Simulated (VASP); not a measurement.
# YAuS2 (P4/mmm) in VASP: relaxation of cell and atoms with PBE

Aim: the relaxation of cell and atoms of YAuS2 with PBE.

Program: VASP 6.6.1. These are calculated values, not measurements. Logs are shortened: lines on timing, memory, paths and dates and some standing lists are left out, and cuts for length are marked.

## Step 1: The cell of the first run

It takes space group P4/mmm (No. 123, tetragonal). Conventional cell: a = 4.900 Å, b = 4.900 Å, c = 3.508 Å, α = 90.00°, β = 90.00°, γ = 90.00°. Y (site symmetry 4/mmm) has 8 S at 3.01 Å and 2 Y at 3.51 Å and 8 Au at 3.88 Å within 4.0 Å. S (site symmetry mmm) has 2 Au at 2.45 Å and 4 Y at 3.01 Å within 3.2 Å. Within 3.2 Å of Au (site symmetry 4/mmm) lie 4 S at 2.45 Å.

## Step 2: Relaxation of cell and atoms, PBE

The input, INCAR:

```
PREC     = Accurate       # precision mode
ENCUT    = 600            # plane-wave cutoff, eV
EDIFF    = 1E-7           # SCF threshold, eV
ISMEAR   = 0              # smearing method
SIGMA    = 0.1            # smearing width, eV
LREAL    = False          # projectors in reciprocal space
LASPH    = True           # aspherical terms in the spheres
NELM     = 100            # most SCF steps
ALGO     = Normal         # electronic algorithm
ISIF     = 3              # what is computed and relaxed
LWAVE    = False          # write WAVECAR
LCHARG   = False          # write CHGCAR
GGA      = PE             # functional
IBRION   = 2              # ionic algorithm
NSW      = 100            # ionic steps
EDIFFG   = -0.01          # ionic threshold
```

The input, KPOINTS:

```
regular mesh
0
Gamma
  10 10 14
```

The input, POSCAR:

```
YAuS2
1.0
    4.9003660948      0.0000000000      0.0000000000
    0.0000000000      4.9003660948      0.0000000000
    0.0000000000      0.0000000000      3.5077551192
Y S Au
1 2 1
Direct
    0.5000000000      0.5000000000      0.5000000000
    0.5000000000      0.0000000000      0.0000000000
    0.0000000000      0.5000000000      0.0000000000
    0.0000000000      0.0000000000      0.0000000000
```

Potentials or basis: VASP PAW PBE potentials, release 64 (Y_sv, S, Au).

Launch:

```
$ cat potpaw_PBE.64/Y_sv/POTCAR potpaw_PBE.64/S/POTCAR potpaw_PBE.64/Au/POTCAR > POTCAR
$ mpirun -np 1 vasp_std > vasp.out
```

OUTCAR:

```text
PREC = Accurate
   ENCUT = 600
   EDIFF = 1E-7
   ISMEAR = 0
   LREAL = False
   LASPH = True
   NELM = 100
   ISIF = 3
   GGA = PE
   IBRION = 2
   NSW = 100
   EDIFFG = -0.01

 ion  position               nearest neighbor table
   1  0.500  0.500  0.500-   2 3.01   3 3.01   2 3.01   3 3.01   2 3.01   2 3.01   3 3.01   3 3.01
                             4 3.88   4 3.88   4 3.88   4 3.88   4 3.88   4 3.88   4 3.88   4 3.88
   2  0.500  0.000  0.000-   4 2.45   4 2.45   1 3.01   1 3.01   1 3.01   1 3.01
   3  0.000  0.500  0.000-   4 2.45   4 2.45   1 3.01   1 3.01   1 3.01   1 3.01
   4  0.000  0.000  0.000-   2 2.45   3 2.45   3 2.45   2 2.45   1 3.88   1 3.88   1 3.88   1 3.88
                             1 3.88   1 3.88   1 3.88   1 3.88

  LATTYP: Found a simple tetragonal cell.
 ALAT       =     4.9003660948
 C/A-ratio  =     0.7158149108

  Lattice vectors:

 A1 = (   4.9003660948,   0.0000000000,   0.0000000000)
 A2 = (   0.0000000000,   4.9003660948,   0.0000000000)
 A3 = (   0.0000000000,   0.0000000000,   3.5077551192)

Analysis of symmetry for initial positions (statically):
=====================================================================
 Subroutine PRICEL returns:
 Original cell was already a primitive cell.

 Routine SETGRP: Setting up the symmetry group for a
 simple tetragonal supercell.

 Subroutine GETGRP returns: Found 16 space group operations
 (whereof 16 operations were pure point group operations)
 out of a pool of 16 trial point group operations.

The static configuration has the point symmetry D_4h.

Analysis of symmetry for dynamics (positions and initial velocities):
=====================================================================
 Subroutine PRICEL returns:
 Original cell was already a primitive cell.

 Routine SETGRP: Setting up the symmetry group for a
 simple tetragonal supercell.

 Subroutine GETGRP returns: Found 16 space group operations
 (whereof 16 operations were pure point group operations)
 out of a pool of 16 trial point group operations.

The dynamic configuration has the point symmetry D_4h.

 Subroutine INISYM returns: Found 16 space group operations
 (whereof 16 operations are pure point group operations),
 and found     1 'primitive' translations

----------------------------------------------------------------------------------------

                                     Primitive cell

  volume of cell :      84.2338

  direct lattice vectors                    reciprocal lattice vectors
     4.900366095  0.000000000  0.000000000     0.204066386  0.000000000  0.000000000
     0.000000000  4.900366095  0.000000000     0.000000000  0.204066386  0.000000000
     0.000000000  0.000000000  3.507755119     0.000000000  0.000000000  0.285082614

  length of vectors
     4.900366095  4.900366095  3.507755119     0.204066386  0.204066386  0.285082614

  position of ions in fractional coordinates (direct lattice)
     0.500000000  0.500000000  0.500000000
     0.500000000  0.000000000  0.000000000
     0.000000000  0.500000000  0.000000000
     0.000000000  0.000000000  0.000000000

  ion indices of the primitive-cell ions
   primitive index   ion index
                 1           1
                 2           2
                 3           3
                 4           4

----------------------------------------------------------------------------------------

 KPOINTS: regular mesh

Automatic generation of k-mesh.
 Grid dimensions read from file:
 generate k-points for:   10   10   14

 Generating k-lattice:

  Cartesian coordinates                     Fractional coordinates (reciprocal lattice)
     0.020406639  0.000000000  0.000000000     0.100000000  0.000000000  0.000000000
     0.000000000  0.020406639  0.000000000     0.000000000  0.100000000  0.000000000
     0.000000000  0.000000000  0.020363044     0.000000000  0.000000000  0.071428571

  Length of vectors
     0.020406639  0.020406639  0.020363044

  Shift w.r.t. Gamma in fractional coordinates (k-lattice)
     0.000000000  0.000000000  0.000000000

 Subroutine IBZKPT returns following result:
 ===========================================

 Found    168 irreducible k-points:

 Following reciprocal coordinates:
            Coordinates               Weight
  0.000000  0.000000  0.000000      1.000000
  0.100000  0.000000  0.000000      4.000000
  0.200000  0.000000  0.000000      4.000000
  0.300000  0.000000  0.000000      4.000000
  0.400000  0.000000  0.000000      4.000000
  0.500000  0.000000  0.000000      2.000000
[... 16 lines left out ...]
  0.100000  0.000000  0.071429      8.000000
  0.200000  0.000000  0.071429      8.000000
 [... further k-points ...]
   k-points           NKPTS =    168   k-points in BZ     NKDIM =    168   number of bands    NBANDS=     21
   number of dos      NEDOS =    301   number of ions     NIONS =      4
   total plane-waves  NPLWV =  44800
   dimension x,y,z NGX =    40 NGY =   40 NGZ =   28
   dimension x,y,z NGXF=    80 NGYF=   80 NGZF=   56
   ions per type =               1   2   1
   NGX,Y,Z   is equivalent  to a cutoff of  13.57, 13.57, 13.27 a.u.
   NGXF,Y,Z  is equivalent  to a cutoff of  27.14, 27.14, 26.54 a.u.
 SYSTEM =  unknown system
   PREC   = accura    normal or accurate (medium, high low for compatibility)
   ISTART =      0    job   : 0-new  1-cont  2-samecut
   ICHARG =      2    charge: 1-file 2-atom 10-const
   ISPIN  =      1    spin polarized calculation?
   LNONCOLLINEAR =      F non collinear calculations
   LSORBIT =      F    spin-orbit coupling
   LASPH  =      T    aspherical Exc in radial PAW
   ENCUT  =  600.0 eV  44.10 Ry    6.64 a.u.   9.79  9.79  7.01*2*pi/ulx,y,z
   NELM   =    100;   NELMIN=  2; NELMDL= -5     # of ELM steps
   EDIFF  = 0.1E-06   stopping-criterion for ELM
   LREAL  =      F    real-space projection
   EDIFFG = -.1E-01   stopping-criterion for IOM
   NSW    =    100    number of steps for IOM
   IBRION =      2    ionic relax: 0-MD 1-quasi-New 2-CG
   NFREE  =      1    steps in history (QN), initial steepest desc. (CG)
   ISIF   =      3    stress and relaxation
   ISYM   =      2    0-nonsym 1-usesym 2-fastsym
   POTIM  = 0.5000    time-step for ionic-motion
   TEBEG  =    0.0;   TEEND  =   0.0 temperature during run
   PSTRESS=    0.0 pullay stress
   NELECT =      34.0000    total number of electrons
   NUPDOWN=      -1.0000    fix difference up-down
   EMIN   =  10.00;   EMAX   =-10.00  energy-range for DOS
   EFERMI =   0.00;   METHOD = LEGACY
   ISMEAR =     0;   SIGMA  =   0.10  broadening in eV -4-tet -1-fermi 0-gaus
   EFERMI_NEDOS =   21; number of points for ismear=-14 and -15
   IALGO  =     38    algorithm
   IMIX   =      4    mixing-type and parameters
     AMIX     =   0.40;   BMIX     =  1.00
     AMIX_MAG =   1.60;   BMIX_MAG =  1.00
  volume/ion in A,a.u.               =      21.06       142.11
  Fermi-wavevector in a.u.,A,eV,Ry     =   1.209871  2.286324 19.916039  1.463788
  Thomas-Fermi vector in A             =   2.345435
   LORBIT       =      0    0 simple, 1 ext, 2 COOP (PROOUT), +10 PAW based schemes
   GGA     = PE    functional components
   LHFCALC =     F    Hartree Fock is set to
   AEXX    =    0.0000 exact exchange contribution
   IVDW    =     0    specifies the selected vdW correction
   LEPSILON=     F    determine dielectric tensor
   LRPA    =     F    only Hartree local field effects (RPA)
 conjugate gradient relaxation of ions
 non-spin polarized calculation
 Gauss-broadening in eV      SIGMA  =   0.10
  energy-cutoff  :      600.00
  volume of cell :       84.23
 maximum number of plane-waves:      2844
 NGX is ok and might be reduce to    40
   NGX = 19   NGY = 19   NGZ = 15

--------------------------------------- Ionic step        1  -------------------------------------------

 number of electron      33.9999999 magnetization

 Free energy of the ion-electron system (eV)
  ---------------------------------------------------
  ext. energy  EPLUGINS =         0.00000000
  ---------------------------------------------------
  free energy    TOTEN  =       -21.77880083 eV

  energy without entropy =      -21.77419225  energy(sigma->0) =      -21.77649654

------------------------ aborting loop because EDIFF is reached ----------------------------------------

  FORCE on cell =-STRESS in cart. coord.  units (eV):
  Direction    XX          YY          ZZ          XY          YZ          ZX
  --------------------------------------------------------------------------------------
  -------------------------------------------------------------------------------------
  Total       -0.7436432     -0.7436432      0.1304110      0.0000000     -0.0000000      0.0000000
  in kB      -14.1445421    -14.1445421      2.4804948      0.0000000     -0.0000000      0.0000000
  external PRESSURE =      -8.6028632 kB  Pullay stress =       0.0000000 kB
[... 99 lines left out ...]
  energy  without entropy=      -21.7782942527  energy(sigma->0) =      -21.78050568

--------------------------------------- Ionic step        4  -------------------------------------------

 number of electron      34.0000000 magnetization

 Free energy of the ion-electron system (eV)
  ---------------------------------------------------
  ext. energy  EPLUGINS =         0.00000000
  ---------------------------------------------------
  free energy    TOTEN  =       -21.78289075 eV

  energy without entropy =      -21.77847703  energy(sigma->0) =      -21.78068389

 E-fermi :   6.5025     XC(G=0): -10.4434

 val. band max:        6.4808821144   @ k =   0.5000   0.0000   0.0714
 cond. band min:       6.5164537542   @ k =   0.3000   0.1000   0.1429
 fundamental gap:      0.0355716398
 Fermi energy:         6.5024526092

 k-point     1 :       0.0000    0.0000    0.0000
  band No.  band energies     occupation
      1     -37.5907      2.00000
      2     -17.5524      2.00000
      3     -17.5524      2.00000
      4     -17.3021      2.00000
      5      -8.2479      2.00000
      6      -7.0833      2.00000
[... 550 lines left out ...]
      5      -8.0393      2.00000
      6      -7.0631      2.00000
[... 13 lines left out ...]
     20       8.1422      0.00000
     21       8.6369      0.00000

 [... further k-points ...]
[... 5 lines left out ...]
  --------------------------------------------------------------------------------------
  -------------------------------------------------------------------------------------
  Total        0.0038123      0.0038123      0.0340344      0.0000000      0.0000000      0.0000000
  in kB        0.0730692      0.0730692      0.6523290      0.0000000      0.0000000      0.0000000
  external PRESSURE =       0.2661558 kB  Pullay stress =       0.0000000 kB
[... 19 lines left out ...]
  FREE ENERGIE OF THE ION-ELECTRON SYSTEM (eV)
  ---------------------------------------------------
  free  energy   TOTEN  =       -21.7828907477 eV

  energy  without entropy=      -21.7784770292  energy(sigma->0) =      -21.78068389

 reached required accuracy - stopping structural energy minimisation
```

Run time: 14 min. Hardware: 1 thread of Intel Xeon Platinum 8259CL at 2.50GHz (Skylake/Cascade Lake), shared host; peak memory 0.55 GiB.

Results:

```yaml
Free_energy: -21.7829 eV
Relaxed_volume: 20.90 Å³/atom
Relaxed_cell: a = 4.875 Å, b = 4.875 Å, c = 3.517 Å, α = 90.00°, β = 90.00°, γ = 90.00°
Space_group_after_relaxing_to_0.05_Å: P4/mmm (No. 123)
Energy_gained_by_relaxing: 1.0 meV/atom
Ionic_steps: 4
Pressure_after_relaxing: 0.0 GPa
Band_gap_on_the_k_mesh: zero (band 17 reaches 7.78 eV, above the bottom of band 18 at 4.76 eV)
```

The path:
| step | energy change (eV) | largest force (eV/Å) | pressure (GPa) | volume (Å³) |
| --- | --- | --- | --- | --- |
| 1 | 0.0000 | 0.0000 | -0.86 | 84.23 |
| 2 | -0.0017 | 0.0000 | 0.90 | 82.86 |
| 3 | -0.0039 | 0.0000 | 0.12 | 83.45 |
| 4 | -0.0041 | 0.0000 | 0.03 | 83.59 |

Final structure:
```yaml
crystal:
  lattice:
    - [4.87505, 0.00000, 0.00000]
    - [0.00000, 4.87505, 0.00000]
    - [0.00000, 0.00000, 3.51725]
  atoms:
    - { symbol: Y, position: [0.50000, 0.50000, 0.50000] }
    - { symbol: S, position: [0.50000, 0.00000, 0.00000] }
    - { symbol: S, position: [0.00000, 0.50000, 0.00000] }
    - { symbol: Au, position: [0.00000, 0.00000, 0.00000] }
```

Caveat: spin-orbit coupling is left out, which moves the levels of the heavy elements.
